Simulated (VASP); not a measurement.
# Rb (I4/mmm) in VASP: single point with PBE+D3(BJ)

Aim: the single point of Rb with PBE+D3(BJ).

All numbers are computed with VASP 6.6.1; they aren't measurements. Logs are shortened: lines on timing, memory, paths and dates and some standing lists are left out, and cuts for length are marked.

### Step 1. The cell of the first run

It takes space group I4/mmm (No. 139, tetragonal). The conventional cell has a = 4.736 Å, b = 4.736 Å, c = 6.989 Å, α = 90.00°, β = 90.00°, γ = 90.00°.

### Step 2. Single point, PBE+D3(BJ) (strain -0.080 along x and y, -0.040 along z)

Input file INCAR:

```
SYSTEM = Rb
ALGO = Normal
EDIFF = 1E-7
ENCUT = 520
GGA = PE
ISIF = 2
ISMEAR = 0
IVDW = 12
LASPH = .True.
LCHARG = .False.
LREAL = .False.
LWAVE = .False.
NBANDS = 10
NELM = 100
PREC = Accurate
SIGMA = 0.15
```

Input file KPOINTS:

```
k-points
0
Gamma
  12 12 12
  0 0 0
```

Input file POSCAR:

```
Rb
1.0
    0.0000000000      3.3486938964      3.4942892832
    3.3486938964      0.0000000000      3.4942892832
    3.3486938964      3.3486938964      0.0000000000
Rb
1
Direct
    0.0000000000      0.0000000000      0.0000000000
```

Potentials or basis: VASP PAW PBE potentials, release 64 (Rb_sv).

On the command line:

```sh
cat potpaw_PBE.64/Rb_sv/POTCAR > POTCAR
mpirun -np 1 vasp_std > vasp.out
```

OUTCAR:

```text
SYSTEM = Rb
   EDIFF = 1E-7
   ENCUT = 520
   GGA = PE
   ISIF = 2
   ISMEAR = 0
   IVDW = 12
   LASPH = .True.
   LREAL = .False.
   NELM = 100
   PREC = Accurate
 IVDW          = 12

 ion  position               nearest neighbor table
   1  0.000  0.000  0.000-

  LATTYP: Found a body centered tetragonal cell.
 ALAT       =     4.7357683245
 C/A-ratio  =     1.4757011086

  Lattice vectors:

 A1 = (  -3.3486938964,   0.0000000000,   3.4942892832)
 A2 = (   3.3486938964,   0.0000000000,   3.4942892832)
 A3 = (   0.0000000000,   3.3486938964,  -3.4942892832)

Analysis of symmetry for initial positions (statically):
=====================================================================
 Subroutine PRICEL returns:
 Original cell was already a primitive cell.

 Routine SETGRP: Setting up the symmetry group for a
 body centered tetragonal supercell.

 Subroutine GETGRP returns: Found 16 space group operations
 (whereof 16 operations were pure point group operations)
 out of a pool of 16 trial point group operations.

The static configuration has the point symmetry D_4h.

Analysis of symmetry for dynamics (positions and initial velocities):
=====================================================================
 Subroutine PRICEL returns:
 Original cell was already a primitive cell.

 Routine SETGRP: Setting up the symmetry group for a
 body centered tetragonal supercell.

 Subroutine GETGRP returns: Found 16 space group operations
 (whereof 16 operations were pure point group operations)
 out of a pool of 16 trial point group operations.

The dynamic configuration has the point symmetry D_4h.

 Subroutine INISYM returns: Found 16 space group operations
 (whereof 16 operations are pure point group operations),
 and found     1 'primitive' translations

----------------------------------------------------------------------------------------

                                     Primitive cell

  volume of cell :      78.3682

  direct lattice vectors                    reciprocal lattice vectors
     0.000000000  3.348693896  3.494289283    -0.149311945  0.149311945  0.143090614
     3.348693896  0.000000000  3.494289283     0.149311945 -0.149311945  0.143090614
     3.348693896  3.348693896  0.000000000     0.149311945  0.149311945 -0.143090614

  length of vectors
     4.839814914  4.839814914  4.735768325     0.255074573  0.255074573  0.255074573

  position of ions in fractional coordinates (direct lattice)
     0.000000000  0.000000000  0.000000000

  ion indices of the primitive-cell ions
   primitive index   ion index
                 1           1

----------------------------------------------------------------------------------------

 KPOINTS: k-points

Automatic generation of k-mesh.
 Grid dimensions read from file:
 generate k-points for:   12   12   12

 Generating k-lattice:

  Cartesian coordinates                     Fractional coordinates (reciprocal lattice)
    -0.012442662  0.012442662  0.011924218     0.083333333  0.000000000  0.000000000
     0.012442662 -0.012442662  0.011924218     0.000000000  0.083333333  0.000000000
     0.012442662  0.012442662 -0.011924218     0.000000000  0.000000000  0.083333333

  Length of vectors
     0.021256214  0.021256214  0.021256214

  Shift w.r.t. Gamma in fractional coordinates (k-lattice)
     0.000000000  0.000000000  0.000000000

 Subroutine IBZKPT returns following result:
 ===========================================

 Found    163 irreducible k-points:

 Following reciprocal coordinates:
            Coordinates               Weight
  0.000000  0.000000  0.000000      1.000000
  0.083333 -0.000000  0.000000      8.000000
  0.166667 -0.000000  0.000000      8.000000
  0.250000  0.000000  0.000000      8.000000
  0.333333 -0.000000  0.000000      8.000000
  0.416667 -0.000000  0.000000      8.000000
[... 16 lines left out ...]
  0.500000  0.166667  0.000000      8.000000
 -0.416667  0.166667  0.000000      8.000000
 [... further k-points ...]
   k-points           NKPTS =    163   k-points in BZ     NKDIM =    163   number of bands    NBANDS=     10
   number of dos      NEDOS =    301   number of ions     NIONS =      1
   total plane-waves  NPLWV =  46656
   dimension x,y,z NGX =    36 NGY =   36 NGZ =   36
   dimension x,y,z NGXF=    72 NGYF=   72 NGZF=   72
   ions per type =               1
   NGX,Y,Z   is equivalent  to a cutoff of  12.37, 12.37, 12.64 a.u.
   NGXF,Y,Z  is equivalent  to a cutoff of  24.73, 24.73, 25.28 a.u.
 SYSTEM =  Rb
   PREC   = accura    normal or accurate (medium, high low for compatibility)
   ISTART =      0    job   : 0-new  1-cont  2-samecut
   ICHARG =      2    charge: 1-file 2-atom 10-const
   ISPIN  =      1    spin polarized calculation?
   LNONCOLLINEAR =      F non collinear calculations
   LSORBIT =      F    spin-orbit coupling
   LASPH  =      T    aspherical Exc in radial PAW
   ENCUT  =  520.0 eV  38.22 Ry    6.18 a.u.   9.00  9.00  8.81*2*pi/ulx,y,z
   NELM   =    100;   NELMIN=  2; NELMDL= -5     # of ELM steps
   EDIFF  = 0.1E-06   stopping-criterion for ELM
   LREAL  =      F    real-space projection
   EDIFFG = 0.1E-05   stopping-criterion for IOM
   NSW    =      0    number of steps for IOM
   IBRION =     -1    ionic relax: 0-MD 1-quasi-New 2-CG
   NFREE  =      0    steps in history (QN), initial steepest desc. (CG)
   ISIF   =      2    stress and relaxation
   ISYM   =      2    0-nonsym 1-usesym 2-fastsym
   POTIM  = 0.5000    time-step for ionic-motion
   TEBEG  =    0.0;   TEEND  =   0.0 temperature during run
   PSTRESS=    0.0 pullay stress
   NELECT =       9.0000    total number of electrons
   NUPDOWN=      -1.0000    fix difference up-down
   EMIN   =  10.00;   EMAX   =-10.00  energy-range for DOS
   EFERMI =   0.00;   METHOD = LEGACY
   ISMEAR =     0;   SIGMA  =   0.15  broadening in eV -4-tet -1-fermi 0-gaus
   EFERMI_NEDOS =   21; number of points for ismear=-14 and -15
   IALGO  =     38    algorithm
   IMIX   =      4    mixing-type and parameters
     AMIX     =   0.40;   BMIX     =  1.00
     AMIX_MAG =   1.60;   BMIX_MAG =  1.00
  volume/ion in A,a.u.               =      78.37       528.85
  Fermi-wavevector in a.u.,A,eV,Ry     =   0.795748  1.503746  8.615419  0.633215
  Thomas-Fermi vector in A             =   1.902137
   LORBIT       =      0    0 simple, 1 ext, 2 COOP (PROOUT), +10 PAW based schemes
   GGA     = PE    functional components
   LHFCALC =     F    Hartree Fock is set to
   AEXX    =    0.0000 exact exchange contribution
   IVDW    =    12    specifies the selected vdW correction
   LEPSILON=     F    determine dielectric tensor
   LRPA    =     F    only Hartree local field effects (RPA)
 non-spin polarized calculation
 Gauss-broadening in eV      SIGMA  =   0.15
  energy-cutoff  :      520.00
  volume of cell :       78.37
 maximum number of plane-waves:      2130
   NGX = 17   NGY = 17   NGZ = 17

 number of electron       9.0000000 magnetization

 Free energy of the ion-electron system (eV)
  ---------------------------------------------------
  ext. energy  EPLUGINS =         0.00000000
  ---------------------------------------------------
  free energy    TOTEN  =        -0.92162103 eV

  energy without entropy =       -0.91192238  energy(sigma->0) =       -0.91677171

 E-fermi :   0.3707     XC(G=0):  -5.8393

 val. band max:        0.3542263842   @ k =  -0.4167   0.0833   0.0000
 cond. band min:       0.3721913593   @ k =  -0.2500   0.2500   0.1667
 fundamental gap:      0.0179649751
 Fermi energy:         0.3706652329

 k-point     1 :       0.0000    0.0000    0.0000
  band No.  band energies     occupation
      1     -28.4588      2.00000
      2     -12.4838      2.00000
      3     -12.4818      2.00000
      4     -12.4818      2.00000
      5      -1.8010      2.00000
      6       3.9895      0.00000
      7       4.1546      0.00000
      8       4.1546      0.00000
      9       5.3827      0.00000
     10       5.7575      0.00000

 k-point     2 :       0.0833   -0.0000    0.0000
  band No.  band energies     occupation
      1     -28.4583      2.00000
      2     -12.4935      2.00000
      3     -12.4848      2.00000
      4     -12.4829      2.00000
      5      -1.7115      2.00000
      6       3.8475      0.00000
      7       4.0958      0.00000
      8       4.1988      0.00000
      9       5.2919      0.00000
     10       5.6364      0.00000

 k-point     3 :       0.1667   -0.0000    0.0000
  band No.  band energies     occupation
      1     -28.4568      2.00000
      2     -12.5231      2.00000
      3     -12.4896      2.00000
      4     -12.4859      2.00000
      5      -1.4504      2.00000
      6       3.3466      0.00000
      7       4.1296      0.00000
      8       4.2875      0.00000
      9       5.1833      0.00000
     10       5.4406      0.00000

 k-point     4 :       0.2500    0.0000    0.0000
  band No.  band energies     occupation
      1     -28.4549      2.00000
      2     -12.5631      2.00000
      3     -12.4960      2.00000
      4     -12.4900      2.00000
      5      -1.0385      2.00000
      6       2.7557      0.00000
      7       4.0615      0.00000
      8       4.2857      0.00000
      9       5.3257      0.00000
     10       5.4644      0.00000
[... 222 lines left out ...]
 k-point    22 :       0.4167    0.1667    0.0000
  band No.  band energies     occupation
      1     -28.4517      2.00000
      2     -12.6042      2.00000
      3     -12.5214      2.00000
      4     -12.5069      2.00000
      5      -0.1004      1.99999
      6       2.0616      0.00000
      7       3.1706      0.00000
      8       4.3323      0.00000
      9       5.3152      0.00000
     10       6.5058      0.00000

 k-point    23 :       0.5000    0.1667    0.0000
  band No.  band energies     occupation
      1     -28.4506      2.00000
      2     -12.6223      2.00000
      3     -12.5307      2.00000
      4     -12.5065      2.00000
      5       0.4914      0.25488
      6       1.5008      0.00000
      7       3.0686      0.00000
      8       4.2403      0.00000
      9       5.5571      0.00000
     10       6.6184      0.00000

 k-point    24 :      -0.4167    0.1667    0.0000
  band No.  band energies     occupation
      1     -28.4503      2.00000
      2     -12.6264      2.00000
      3     -12.5353      2.00000
      4     -12.5033      2.00000
      5       0.7503      0.00034
      6       1.2604      0.00000
      7       3.0116      0.00000
      8       4.2099      0.00000
      9       5.7874      0.00000
     10       6.2241      0.00000

 [... further k-points ...]

------------------------ aborting loop because EDIFF is reached ----------------------------------------

 Edisp (eV)   -0.11710

 E8    (eV) :    -0.0667

  FORCE on cell =-STRESS in cart. coord.  units (eV):
  Direction    XX          YY          ZZ          XY          YZ          ZX
  --------------------------------------------------------------------------------------
  -------------------------------------------------------------------------------------
  Total       0.17121     0.17121     0.15084     0.00000     0.00000     0.00000
  in kB       3.50016     3.50016     3.08383     0.00000     0.00000     0.00000
  external pressure =        3.36 kB  Pullay stress =        0.00 kB

 VOLUME and BASIS-vectors are now :
 -----------------------------------------------------------------------------
  energy-cutoff  :      520.00
  volume of cell :       78.37
      direct lattice vectors                 reciprocal lattice vectors
     0.000000000  3.348693896  3.494289283    -0.149311945  0.149311945  0.143090614
     3.348693896  0.000000000  3.494289283     0.149311945 -0.149311945  0.143090614
     3.348693896  3.348693896  0.000000000     0.149311945  0.149311945 -0.143090614

 POSITION                                       TOTAL-FORCE (eV/Angst)
 -----------------------------------------------------------------------------------
      0.00000      0.00000      0.00000        -0.000000     -0.000000     -0.000000
 -----------------------------------------------------------------------------------
    total drift:                               -0.000000      0.000000      0.000000

  FREE ENERGIE OF THE ION-ELECTRON SYSTEM (eV)
  ---------------------------------------------------
  free  energy   TOTEN  =        -1.0387200509 eV

  energy  without entropy=       -1.0290214018  energy(sigma->0) =       -1.03387073
```

Run time: 60 s. Hardware: 1 thread of Intel Xeon Platinum 8488C (Sapphire Rapids), shared host; peak memory 0.28 GiB.

What came out:

```
Free energy                : -1.0387 eV
Pressure                   : 0.3 GPa
Dispersion energy per atom : -0.117 eV
```

Caveat: the cell differs from its parent crystal (strain -0.080 along x and y, -0.040 along z); pairwise dispersion overbinds metals, which lowers pressure and volume.
